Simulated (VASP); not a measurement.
# GaN (F-43m) in VASP: further runs

GaN is run at these levels: PBE; tasks: single point.

All numbers are computed with VASP 6.6.1; they aren't measurements. Logs are shortened: lines on timing, memory, paths and dates and some standing lists are left out, and cuts for length are marked.

## 1. The cell of the first run

It takes space group F-43m (No. 216, cubic). Conventional cell: a = 4.507 Å, b = 4.507 Å, c = 4.507 Å, α = 90.00°, β = 90.00°, γ = 90.00°. Within 2.6 Å of Ga (site symmetry -43m) lie 4 N at 1.95 Å. Within 2.6 Å of N (site symmetry -43m) lie 4 Ga at 1.95 Å.

## 2. Single point, PBE, non-collinear spin, zero start, spin-orbit coupling

File INCAR:

```
SYSTEM = GaN
ALGO = Normal
EDIFF = 1E-6
ENCUT = 520
GGA = PE
GGA_COMPAT = .False.
ISIF = 2
ISMEAR = -1
LASPH = .True.
LCHARG = .False.
LORBIT = 11
LORBMOM = .True.
LREAL = .False.
LSORBIT = .True.
LWAVE = .False.
MAGMOM = 0 0 0 0 0 0
NBANDS = 30
NELM = 150
PREC = Accurate
SIGMA = 0.05
```

File KPOINTS:

```
k-points
0
Gamma
  7 7 7
  0 0 0
```

File POSCAR:

```
GaN
1.0
    0.0000000000      2.2535006075      2.2535006075
    2.2535006075      0.0000000000      2.2535006075
    2.2535006075      2.2535006075      0.0000000000
Ga N
1 1
Direct
    0.0000000000      0.0000000000      0.0000000000
    0.2500000000      0.2500000000      0.2500000000
```

Potentials or basis: VASP PAW PBE potentials, release 64 (Ga_d, N).

Started as:

```console
$ cat potpaw_PBE.64/Ga_d/POTCAR potpaw_PBE.64/N/POTCAR > POTCAR
$ mpirun -np 1 vasp_ncl > vasp.out
```

OUTCAR:

```text
SYSTEM = GaN
   EDIFF = 1E-6
   ENCUT = 520
   GGA = PE
   ISIF = 2
   ISMEAR = -1
   LASPH = .True.
   LORBIT = 11
   LREAL = .False.
   LSORBIT = .True.
   NELM = 150
   PREC = Accurate

 ion  position               nearest neighbor table
   1  0.000  0.000  0.000-   2 1.95   2 1.95   2 1.95   2 1.95
   2  0.250  0.250  0.250-   1 1.95   1 1.95   1 1.95   1 1.95

  LATTYP: Found a face centered cubic cell.
 ALAT       =     4.5070012150

  Lattice vectors:

 A1 = (   0.0000000000,   2.2535006075,   2.2535006075)
 A2 = (   2.2535006075,   0.0000000000,   2.2535006075)
 A3 = (   2.2535006075,   2.2535006075,   0.0000000000)

Analysis of symmetry for initial positions (statically):
=====================================================================
 Subroutine PRICEL returns:
 Original cell was already a primitive cell.

 Routine SETGRP: Setting up the symmetry group for a
 face centered cubic supercell.

 Subroutine GETGRP returns: Found 24 space group operations
 (whereof 24 operations were pure point group operations)
 out of a pool of 48 trial point group operations.

The static configuration has the point symmetry T_d .

Analysis of symmetry for dynamics (positions and initial velocities):
=====================================================================
 Subroutine PRICEL returns:
 Original cell was already a primitive cell.

 Routine SETGRP: Setting up the symmetry group for a
 face centered cubic supercell.

 Subroutine GETGRP returns: Found 24 space group operations
 (whereof 24 operations were pure point group operations)
 out of a pool of 48 trial point group operations.

The dynamic configuration has the point symmetry T_d .

Analysis of structural, dynamic, and magnetic symmetry:
=====================================================================
 Subroutine PRICEL returns:
 Original cell was already a primitive cell.

 Routine SETGRP: Setting up the symmetry group for a
 face centered cubic supercell.

 Subroutine GETGRP returns: Found 24 space group operations
 (whereof 24 operations were pure point group operations)
 out of a pool of 48 trial point group operations.

The overall configuration has the point symmetry T_d .

 Subroutine INISYM returns: Found 24 space group operations
 (whereof 24 operations are pure point group operations),
 and found     1 'primitive' translations

----------------------------------------------------------------------------------------

                                     Primitive cell

  volume of cell :      22.8877

  direct lattice vectors                    reciprocal lattice vectors
     0.000000000  2.253500607  2.253500607    -0.221877020  0.221877020  0.221877020
     2.253500607  0.000000000  2.253500607     0.221877020 -0.221877020  0.221877020
     2.253500607  2.253500607  0.000000000     0.221877020  0.221877020 -0.221877020

  length of vectors
     3.186931122  3.186931122  3.186931122     0.384302272  0.384302272  0.384302272

  position of ions in fractional coordinates (direct lattice)
     0.000000000  0.000000000  0.000000000
     0.250000000  0.250000000  0.250000000

  ion indices of the primitive-cell ions
   primitive index   ion index
                 1           1
                 2           2

----------------------------------------------------------------------------------------

 KPOINTS: k-points

Automatic generation of k-mesh.
 Grid dimensions read from file:
 generate k-points for:    7    7    7

 Generating k-lattice:

  Cartesian coordinates                     Fractional coordinates (reciprocal lattice)
    -0.031696717  0.031696717  0.031696717     0.142857143  0.000000000  0.000000000
     0.031696717 -0.031696717  0.031696717     0.000000000  0.142857143  0.000000000
     0.031696717  0.031696717 -0.031696717     0.000000000  0.000000000  0.142857143

  Length of vectors
[... 86 lines left out ...]
  energy-cutoff  :      520.00
  volume of cell :       22.89
 maximum number of plane-waves:      1260
   NGX = 11   NGY = 11   NGZ = 11

 number of electron      18.0000005 magnetization       0.0000000      0.0000000      0.0000000

 number of electron      18.0000004 magnetization      -0.0000000      0.0000000     -0.0000000

 number of electron      18.0000004 magnetization       0.0000000     -0.0000000      0.0000000

 Free energy of the ion-electron system (eV)
  ---------------------------------------------------
  ext. energy  EPLUGINS =         0.00000000
  ---------------------------------------------------
  free energy    TOTEN  =       -12.14720682 eV

  energy without entropy =      -12.14720682  energy(sigma->0) =      -12.14720682

 E-fermi :   6.1771     XC(G=0): -11.6664

 val. band max:        5.2859354064   @ k =   0.0000   0.0000   0.0000
 cond. band min:       7.0063837990   @ k =   0.0000   0.0000   0.0000
 fundamental gap:      1.7204483927
 Fermi energy:         6.1771464049

 k-point     1 :       0.0000    0.0000    0.0000
  band No.  band energies     occupation
      1     -10.6514      1.00000
      2     -10.6514      1.00000
      3      -8.3431      1.00000
      4      -8.3431      1.00000
      5      -8.3431      1.00000
      6      -8.3431      1.00000
[... 781 lines left out ...]
     29      27.2452      0.00000
     30      27.2452      0.00000

 [... further k-points ...]
[... 5 lines left out ...]
  --------------------------------------------------------------------------------------
  -------------------------------------------------------------------------------------
  Total        0.7198780      0.7198780      0.7198780     -0.0000000     -0.0000000      0.0000000
  in kB       50.3925647     50.3925647     50.3925647     -0.0000000     -0.0000000      0.0000000
  external PRESSURE =      50.3925647 kB  Pullay stress =       0.0000000 kB

 VOLUME and BASIS-vectors are now :
 -----------------------------------------------------------------------------
  energy-cutoff  :      520.00
  volume of cell :       22.89
      direct lattice vectors                 reciprocal lattice vectors
     0.000000000  2.253500607  2.253500607    -0.221877020  0.221877020  0.221877020
     2.253500607  0.000000000  2.253500607     0.221877020 -0.221877020  0.221877020
     2.253500607  2.253500607  0.000000000     0.221877020  0.221877020 -0.221877020

 POSITION                                       TOTAL-FORCE (eV/Angst)
 -----------------------------------------------------------------------------------
      0.00000      0.00000      0.00000        -0.000000     -0.000000     -0.000000
      1.12675      1.12675      1.12675         0.000000      0.000000      0.000000
 -----------------------------------------------------------------------------------
    total drift:                                0.000002      0.000002      0.000002

  FREE ENERGIE OF THE ION-ELECTRON SYSTEM (eV)
  ---------------------------------------------------
  free  energy   TOTEN  =       -12.1472068184 eV

  energy  without entropy=      -12.1472068178  energy(sigma->0) =      -12.14720682

 orbital moment (x)

 # of ion     p       d       tot
 ----------------------------------------
  1         0.000  -0.000  -0.000
  2        -0.000   0.000  -0.000
 ----------------------------------------
            0.000  -0.000  -0.000

 orbital moment (y)

 # of ion     p       d       tot
 ----------------------------------------
  1         0.000   0.000   0.000
  2         0.000   0.000   0.000
 ----------------------------------------
            0.000   0.000   0.000

 orbital moment (z)

 # of ion     p       d       tot
 ----------------------------------------
  1         0.000  -0.000  -0.000
  2         0.000   0.000   0.000
 ----------------------------------------
            0.000  -0.000   0.000

 Spin-Orbit-Coupling matrix elements

 Ion:    1  E_soc:     -0.0107796
 l=   1
     0.0000000    -0.0009753    -0.0009753
    -0.0009753     0.0000000    -0.0009753
    -0.0009753    -0.0009753     0.0000000
 l=   2
     0.0000000    -0.0001712     0.0000000    -0.0001712    -0.0006501
    -0.0001712     0.0000000    -0.0004875    -0.0001712    -0.0001625
     0.0000000    -0.0004875     0.0000000    -0.0004875     0.0000000
    -0.0001712    -0.0001712    -0.0004875     0.0000000    -0.0001625
    -0.0006501    -0.0001625     0.0000000    -0.0001625     0.0000000
 l=   3
     0.0000000     0.0000000     0.0000000     0.0000000     0.0000000     0.0000000     0.0000000
     0.0000000     0.0000000     0.0000000     0.0000000     0.0000000     0.0000000     0.0000000
     0.0000000     0.0000000     0.0000000     0.0000000     0.0000000     0.0000000     0.0000000
     0.0000000     0.0000000     0.0000000     0.0000000     0.0000000     0.0000000     0.0000000
     0.0000000     0.0000000     0.0000000     0.0000000     0.0000000     0.0000000     0.0000000
     0.0000000     0.0000000     0.0000000     0.0000000     0.0000000     0.0000000     0.0000000
     0.0000000     0.0000000     0.0000000     0.0000000     0.0000000     0.0000000     0.0000000

 Ion:    2  E_soc:     -0.0000959
 l=   1
     0.0000000    -0.0000160    -0.0000160
    -0.0000160     0.0000000    -0.0000160
    -0.0000160    -0.0000160     0.0000000
 l=   2
     0.0000000     0.0000000     0.0000000     0.0000000     0.0000000
     0.0000000     0.0000000     0.0000000     0.0000000     0.0000000
     0.0000000     0.0000000     0.0000000     0.0000000     0.0000000
     0.0000000     0.0000000     0.0000000     0.0000000     0.0000000
     0.0000000     0.0000000     0.0000000     0.0000000     0.0000000
 l=   3
     0.0000000     0.0000000     0.0000000     0.0000000     0.0000000     0.0000000     0.0000000
     0.0000000     0.0000000     0.0000000     0.0000000     0.0000000     0.0000000     0.0000000
     0.0000000     0.0000000     0.0000000     0.0000000     0.0000000     0.0000000     0.0000000
     0.0000000     0.0000000     0.0000000     0.0000000     0.0000000     0.0000000     0.0000000
     0.0000000     0.0000000     0.0000000     0.0000000     0.0000000     0.0000000     0.0000000
     0.0000000     0.0000000     0.0000000     0.0000000     0.0000000     0.0000000     0.0000000
     0.0000000     0.0000000     0.0000000     0.0000000     0.0000000     0.0000000     0.0000000

 total charge

# of ion       s       p       d       tot
------------------------------------------
    1        0.789   0.898  10.178  11.866
    2        1.224   2.519   0.000   3.743
--------------------------------------------------
tot          2.014   3.417  10.178  15.609

 magnetization (x)

# of ion       s       p       d       tot
------------------------------------------
    1        0.000   0.000   0.000   0.000
    2        0.000  -0.000   0.000  -0.000
--------------------------------------------------
tot          0.000   0.000   0.000   0.000

 magnetization (y)

# of ion       s       p       d       tot
------------------------------------------
    1        0.000   0.000   0.000   0.000
    2       -0.000   0.000   0.000  -0.000
--------------------------------------------------
tot         -0.000   0.000   0.000  -0.000

 magnetization (z)

# of ion       s       p       d       tot
------------------------------------------
    1       -0.000  -0.000   0.000  -0.000
    2       -0.000  -0.000   0.000  -0.000
--------------------------------------------------
tot         -0.000  -0.000   0.000  -0.000
```

Wall time 41 s (1 thread of Intel Xeon 6975P-C, shared host); peak memory 0.21 GiB.

What came out:

```
Free energy                                           : -12.1472 eV
Pressure                                              : 5.0 GPa
Net moment                                            : 0.00 μB per cell
Valence electrons inside the program's atomic spheres : Ga 11.87; N 3.74
```

Moments on the atoms (μB; x, y, z):
```
Ga  0.00 0.00 0.00
N   0.00 0.00 0.00
```

## 3. Single point, PBE

File INCAR:

```
  PREC = Accurate
  ENCUT = 520
  EDIFF = 1E-6
  ISMEAR = 0
  SIGMA = 0.03
  LREAL = False
  LASPH = True
  NELM = 60
  ALGO = Normal
  ISIF = 2
  LWAVE = False
  LCHARG = False
  GGA = PE
  NBANDS = 16
```

File KPOINTS:

```
regular mesh
0
Gamma
  10 10 10
```

POSCAR is that of step 2.

Potentials or basis: VASP PAW PBE potentials, release 64 (Ga_d, N).

Started as:

```console
$ cat potpaw_PBE.64/Ga_d/POTCAR potpaw_PBE.64/N/POTCAR > POTCAR
$ mpirun -np 1 vasp_std > vasp.out
```

Wall time 24 s (1 thread of AMD EPYC 7R43 (Zen 3), shared host); peak memory 0.11 GiB.

The run converged. Its results:

```yaml
Free_energy: -12.1432 eV
Pressure: 5.1 GPa
Band_gap_on_the_k_mesh: 1.72 eV, direct
```

Levels at points of the mesh, in eV from the valence-band top:
```csv
k point,band 5,band 6,band 7,band 8,band 9,band 10,band 11,band 12,band 13,band 14
"(0.00, 0.00, 0.00)",-13.12,-13.12,0.00,0.00,0.00,1.72,10.30,10.30,10.30,17.60
"(0.50, 0.00, 0.00)",-13.07,-11.88,-7.04,-0.97,-0.97,4.64,8.73,10.37,10.37,15.63
"(0.50, 0.50, 0.00)",-13.05,-11.45,-6.12,-2.70,-2.70,3.35,6.66,11.71,13.96,13.96
```
